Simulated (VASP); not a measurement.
# BaZrO3 (Pm-3m) in VASP: density of states with PBE

Aim: the density of states of BaZrO3 with PBE.

All numbers are computed with VASP 6.6.1; they aren't measurements. Logs are shortened: lines on timing, memory, paths and dates and some standing lists are left out, and cuts for length are marked.

**1. The cell of the first run**

Symmetry: Pm-3m, No. 221, cubic system. Conventional cell: a = 4.191 Å, b = 4.191 Å, c = 4.191 Å, α = 90.00°, β = 90.00°, γ = 90.00°. Ba (site symmetry m-3m) has 12 O at 2.96 Å and 8 Zr at 3.63 Å within 3.9 Å. Zr (site symmetry m-3m) has 6 O at 2.10 Å within 2.8 Å. O (site symmetry 4/mmm) has 2 Zr at 2.10 Å within 2.8 Å.

**2. Density of states, PBE**

Contents of POSCAR:

```
BaZrO3
1.0
    4.1913400000      0.0000000000      0.0000000000
    0.0000000000      4.1913400000      0.0000000000
    0.0000000000      0.0000000000      4.1913400000
Ba Zr O
1 1 3
Direct
    0.0000000000      0.0000000000      0.0000000000
    0.5000000000      0.5000000000      0.5000000000
    0.0000000000      0.5000000000      0.5000000000
    0.5000000000      0.0000000000      0.5000000000
    0.5000000000      0.5000000000      0.0000000000
```

Contents of INCAR.step1:

```
SYSTEM = BaZrO3
PREC = Accurate
ENCUT = 520
EDIFF = 1E-6
ISMEAR = 1
SIGMA = 0.1
LREAL = .False.
LASPH = .True.
NELM = 80
ALGO = Normal
ISIF = 2
LWAVE = .False.
LCHARG = .True.
LMAXMIX = 4
GGA = PE
NBANDS = 28
```

Contents of KPOINTS.step1:

```
Automatic mesh
0
Gamma
  4 4 4
  0 0 0
```

Contents of INCAR.step2:

```
SYSTEM = BaZrO3
PREC = Accurate
ENCUT = 520
EDIFF = 1E-6
ISMEAR = -5
SIGMA = 0.1
LREAL = .False.
LASPH = .True.
NELM = 80
ALGO = Normal
ISIF = 2
LWAVE = .False.
LCHARG = .False.
LMAXMIX = 4
GGA = PE
LORBIT = 11
NBANDS = 28
NEDOS = 2001
ICHARG = 11
```

Contents of KPOINTS.step2:

```
Automatic mesh
0
Gamma
  6 6 6
  0 0 0
```

Potentials or basis: VASP PAW PBE potentials, release 64 (Ba_sv, Zr_sv, O).

On the command line:

```console
cat potpaw_PBE.64/Ba_sv/POTCAR potpaw_PBE.64/Zr_sv/POTCAR potpaw_PBE.64/O/POTCAR > POTCAR
cp INCAR.step1 INCAR
cp KPOINTS.step1 KPOINTS
mpirun -np 1 vasp_std > vasp.out
cp INCAR.step2 INCAR
cp KPOINTS.step2 KPOINTS
mpirun -np 1 vasp_std > vasp.out
```

OUTCAR:

```text
SYSTEM = BaZrO3
   PREC = Accurate
   ENCUT = 520
   EDIFF = 1E-6
   ISMEAR = -5
   LREAL = .False.
   LASPH = .True.
   NELM = 80
   ISIF = 2
   GGA = PE
   LORBIT = 11
   ICHARG = 11

 ion  position               nearest neighbor table
   1  0.000  0.000  0.000-   3 2.96   4 2.96   5 2.96   3 2.96   4 2.96   3 2.96   5 2.96   3 2.96
                             4 2.96   5 2.96   4 2.96   5 2.96   2 3.63   2 3.63   2 3.63   2 3.63
   2  0.500  0.500  0.500-   3 2.10   4 2.10   5 2.10   5 2.10   4 2.10   3 2.10   1 3.63   1 3.63
                             1 3.63   1 3.63   1 3.63   1 3.63   1 3.63   1 3.63
   3  0.000  0.500  0.500-   2 2.10   2 2.10   1 2.96   1 2.96   1 2.96   1 2.96
   4  0.500  0.000  0.500-   2 2.10   2 2.10   1 2.96   1 2.96   1 2.96   1 2.96
   5  0.500  0.500  0.000-   2 2.10   2 2.10   1 2.96   1 2.96   1 2.96   1 2.96

  LATTYP: Found a simple cubic cell.
 ALAT       =     4.1913400000

  Lattice vectors:

 A1 = (   4.1913400000,   0.0000000000,   0.0000000000)
 A2 = (   0.0000000000,   4.1913400000,   0.0000000000)
 A3 = (   0.0000000000,   0.0000000000,   4.1913400000)

Analysis of symmetry for initial positions (statically):
=====================================================================
 Subroutine PRICEL returns:
 Original cell was already a primitive cell.

 Routine SETGRP: Setting up the symmetry group for a
 simple cubic supercell.

 Subroutine GETGRP returns: Found 48 space group operations
 (whereof 48 operations were pure point group operations)
 out of a pool of 48 trial point group operations.

The static configuration has the point symmetry O_h .

Analysis of symmetry for dynamics (positions and initial velocities):
=====================================================================
 Subroutine PRICEL returns:
 Original cell was already a primitive cell.

 Routine SETGRP: Setting up the symmetry group for a
 simple cubic supercell.

 Subroutine GETGRP returns: Found 48 space group operations
 (whereof 48 operations were pure point group operations)
 out of a pool of 48 trial point group operations.

The dynamic configuration has the point symmetry O_h .

 Subroutine INISYM returns: Found 48 space group operations
 (whereof 48 operations are pure point group operations),
 and found     1 'primitive' translations

----------------------------------------------------------------------------------------

                                     Primitive cell

  volume of cell :      73.6307

  direct lattice vectors                    reciprocal lattice vectors
     4.191340000  0.000000000  0.000000000     0.238587182  0.000000000  0.000000000
     0.000000000  4.191340000  0.000000000     0.000000000  0.238587182  0.000000000
     0.000000000  0.000000000  4.191340000     0.000000000  0.000000000  0.238587182

  length of vectors
     4.191340000  4.191340000  4.191340000     0.238587182  0.238587182  0.238587182

  position of ions in fractional coordinates (direct lattice)
     0.000000000  0.000000000  0.000000000
     0.500000000  0.500000000  0.500000000
     0.000000000  0.500000000  0.500000000
     0.500000000  0.000000000  0.500000000
     0.500000000  0.500000000  0.000000000

  ion indices of the primitive-cell ions
   primitive index   ion index
                 1           1
                 2           2
                 3           3
                 4           4
                 5           5

----------------------------------------------------------------------------------------

 KPOINTS: Automatic mesh

Automatic generation of k-mesh.
 Grid dimensions read from file:
 generate k-points for:    6    6    6

 Generating k-lattice:

  Cartesian coordinates                     Fractional coordinates (reciprocal lattice)
     0.039764530  0.000000000  0.000000000     0.166666667  0.000000000  0.000000000
     0.000000000  0.039764530  0.000000000     0.000000000  0.166666667  0.000000000
     0.000000000  0.000000000  0.039764530     0.000000000  0.000000000  0.166666667

  Length of vectors
     0.039764530  0.039764530  0.039764530

  Shift w.r.t. Gamma in fractional coordinates (k-lattice)
     0.000000000  0.000000000  0.000000000

 TETIRR: Found    104 inequivalent tetrahedra from     1296

 Subroutine IBZKPT returns following result:
 ===========================================

 Found     20 irreducible k-points:

 Following reciprocal coordinates:
            Coordinates               Weight
  0.000000  0.000000  0.000000      1.000000
  0.166667  0.000000  0.000000      6.000000
  0.333333  0.000000  0.000000      6.000000
  0.500000  0.000000  0.000000      3.000000
  0.166667  0.166667  0.000000     12.000000
  0.333333  0.166667  0.000000     24.000000
[... 12 lines left out ...]
  0.500000  0.500000  0.333333      6.000000
  0.500000  0.500000  0.500000      1.000000
   k-points           NKPTS =     20   k-points in BZ     NKDIM =     20   number of bands    NBANDS=     28
   number of dos      NEDOS =   2001   number of ions     NIONS =      5
   total plane-waves  NPLWV =  32768
   dimension x,y,z NGX =    32 NGY =   32 NGZ =   32
   dimension x,y,z NGXF=    64 NGYF=   64 NGZF=   64
   ions per type =               1   1   3
   NGX,Y,Z   is equivalent  to a cutoff of  12.69, 12.69, 12.69 a.u.
   NGXF,Y,Z  is equivalent  to a cutoff of  25.39, 25.39, 25.39 a.u.
 SYSTEM =  BaZrO3
   PREC   = accura    normal or accurate (medium, high low for compatibility)
   ISTART =      0    job   : 0-new  1-cont  2-samecut
   ICHARG =     11    charge: 1-file 2-atom 10-const
   ISPIN  =      1    spin polarized calculation?
   LNONCOLLINEAR =      F non collinear calculations
   LSORBIT =      F    spin-orbit coupling
   LASPH  =      T    aspherical Exc in radial PAW
   ENCUT  =  520.0 eV  38.22 Ry    6.18 a.u.   7.79  7.79  7.79*2*pi/ulx,y,z
   NELM   =     80;   NELMIN=  2; NELMDL=  0     # of ELM steps
   EDIFF  = 0.1E-05   stopping-criterion for ELM
   LREAL  =      F    real-space projection
   EDIFFG = 0.1E-04   stopping-criterion for IOM
   NSW    =      0    number of steps for IOM
   IBRION =     -1    ionic relax: 0-MD 1-quasi-New 2-CG
   NFREE  =      0    steps in history (QN), initial steepest desc. (CG)
   ISIF   =      2    stress and relaxation
   ISYM   =      2    0-nonsym 1-usesym 2-fastsym
   POTIM  = 0.5000    time-step for ionic-motion
   TEBEG  =    0.0;   TEEND  =   0.0 temperature during run
   PSTRESS=    0.0 pullay stress
   NELECT =      40.0000    total number of electrons
   NUPDOWN=      -1.0000    fix difference up-down
   EMIN   =  10.00;   EMAX   =-10.00  energy-range for DOS
   EFERMI =   0.00;   METHOD = LEGACY
   ISMEAR =    -5;   SIGMA  =   0.10  broadening in eV -4-tet -1-fermi 0-gaus
   EFERMI_NEDOS =   21; number of points for ismear=-14 and -15
   IALGO  =     38    algorithm
   IMIX   =      4    mixing-type and parameters
     AMIX     =   0.40;   BMIX     =  1.00
     AMIX_MAG =   1.60;   BMIX_MAG =  1.00
  volume/ion in A,a.u.               =      14.73        99.38
  Fermi-wavevector in a.u.,A,eV,Ry     =   1.335802  2.524299 24.277770  1.784366
  Thomas-Fermi vector in A             =   2.464478
   LORBIT       =     11    0 simple, 1 ext, 2 COOP (PROOUT), +10 PAW based schemes
   GGA     = PE    functional components
   LHFCALC =     F    Hartree Fock is set to
   AEXX    =    0.0000 exact exchange contribution
   IVDW    =     0    specifies the selected vdW correction
   LEPSILON=     F    determine dielectric tensor
   LRPA    =     F    only Hartree local field effects (RPA)
 non-spin polarized calculation
 Fermi weights with tetrahedron method with Bloechl corrections
  energy-cutoff  :      520.00
  volume of cell :       73.63
 maximum number of plane-waves:      2008
 NGX is ok and might be reduce to    32

 number of electron      40.0000000 magnetization

 Free energy of the ion-electron system (eV)
  ---------------------------------------------------
  ext. energy  EPLUGINS =         0.00000000
  ---------------------------------------------------
  free energy    TOTEN  =       -41.68616156 eV

  energy without entropy =      -41.68616156  energy(sigma->0) =      -41.68616156

 E-fermi :   3.7976     XC(G=0): -10.7712

 val. band max:        3.7920075678   @ k =   0.5000   0.5000   0.5000
 cond. band min:       6.9751073889   @ k =   0.0000   0.0000   0.0000
 fundamental gap:      3.1830998211
 Fermi energy:         3.7975793970

 k-point     1 :       0.0000    0.0000    0.0000
  band No.  band energies     occupation
      1     -43.2378      2.00000
      2     -21.5253      2.00000
      3     -21.3981      2.00000
      4     -21.3981      2.00000
      5     -21.3981      2.00000
      6     -12.5802      2.00000
[... 20 lines left out ...]
     27      11.2317      0.00000
     28      11.2318      0.00000

 k-point     2 :       0.1667    0.0000    0.0000
  band No.  band energies     occupation
      1     -43.2369      2.00000
      2     -21.6064      2.00000
      3     -21.3964      2.00000
      4     -21.3964      2.00000
      5     -21.3656      2.00000
      6     -12.5869      2.00000
[... 20 lines left out ...]
     27      11.2329      0.00000
     28      12.0098      0.00000

 k-point     3 :       0.3333    0.0000    0.0000
  band No.  band energies     occupation
      1     -43.2352      2.00000
      2     -21.7387      2.00000
      3     -21.3929      2.00000
      4     -21.3929      2.00000
      5     -21.3253      2.00000
      6     -12.6917      2.00000
[... 492 lines left out ...]
      3     -21.6340      2.00000
      4     -21.5724      2.00000
      5     -21.4048      2.00000
      6     -11.6474      2.00000
[... 20 lines left out ...]
     27      12.3083      0.00000
     28      13.0564      0.00000

 k-point    20 :       0.5000    0.5000    0.5000
  band No.  band energies     occupation
      1     -43.2277      2.00000
      2     -21.6315      2.00000
      3     -21.6315      2.00000
      4     -21.6315      2.00000
      5     -21.3957      2.00000
      6     -11.3637      2.00000
[... 20 lines left out ...]
     27      12.9345      0.00000
     28      12.9346      0.00000

------------------------ aborting loop because EDIFF is reached ----------------------------------------

  FORCE on cell =-STRESS in cart. coord.  units (eV):
  Direction    XX          YY          ZZ          XY          YZ          ZX
  --------------------------------------------------------------------------------------
  -------------------------------------------------------------------------------------
  Total        2.2806644      2.2806644      2.2806644     -0.0000000      0.0000000      0.0000000
  in kB       49.6264582     49.6264582     49.6264582     -0.0000000      0.0000000      0.0000000
  external PRESSURE =      49.6264582 kB  Pullay stress =       0.0000000 kB

 VOLUME and BASIS-vectors are now :
 -----------------------------------------------------------------------------
  energy-cutoff  :      520.00
  volume of cell :       73.63
      direct lattice vectors                 reciprocal lattice vectors
     4.191340000  0.000000000  0.000000000     0.238587182  0.000000000  0.000000000
     0.000000000  4.191340000  0.000000000     0.000000000  0.238587182  0.000000000
     0.000000000  0.000000000  4.191340000     0.000000000  0.000000000  0.238587182

 POSITION                                       TOTAL-FORCE (eV/Angst)
 -----------------------------------------------------------------------------------
      0.00000      0.00000      0.00000         0.000000      0.000000      0.000000
      2.09567      2.09567      2.09567         0.000000      0.000000      0.000000
      0.00000      2.09567      2.09567         0.000000      0.000000      0.000000
      2.09567      0.00000      2.09567         0.000000      0.000000      0.000000
      2.09567      2.09567      0.00000         0.000000      0.000000      0.000000
 -----------------------------------------------------------------------------------
    total drift:                                0.000000     -0.000000     -0.000000

  FREE ENERGIE OF THE ION-ELECTRON SYSTEM (eV)
  ---------------------------------------------------
  free  energy   TOTEN  =       -41.6861615579 eV

  energy  without entropy=      -41.6861615579  energy(sigma->0) =      -41.68616156

 total charge

# of ion       s       p       d       tot
------------------------------------------
    1        2.002   5.634   0.271   7.907
    2        2.200   6.087   1.433   9.720
    3        1.562   3.486   0.000   5.048
    4        1.562   3.486   0.000   5.048
    5        1.562   3.486   0.000   5.048
--------------------------------------------------
tot          8.886  22.180   1.704  32.771
```

It took 15 s on 1 thread of Intel Xeon 6975P-C (Granite Rapids), shared host; peak memory 0.19 GiB.

What came out:

```
Valence electrons inside the program's atomic spheres : Ba 7.91; Zr 9.72; O 5.05
```

Levels at points of the mesh, in eV from the valence-band top:
```tsv
k point	band 16	band 17	band 18	band 19	band 20	band 21	band 22	band 23	band 24	band 25
(0.00, 0.00, 0.00)	-0.98	-0.98	-0.22	-0.22	-0.22	3.18	3.18	3.18	4.65	4.65
(0.50, 0.00, 0.00)	-1.73	-1.73	-1.68	-0.45	-0.45	3.63	5.70	5.70	6.43	6.68
(0.50, 0.50, 0.00)	-2.40	-0.93	-0.93	-0.79	-0.08	5.67	5.67	6.45	6.50	7.69
(0.50, 0.50, 0.50)	-2.54	-2.54	0.00	0.00	0.00	5.98	5.98	5.98	6.99	6.99
```

Caveat: spin-orbit coupling is left out, which moves the levels of the heavy elements.
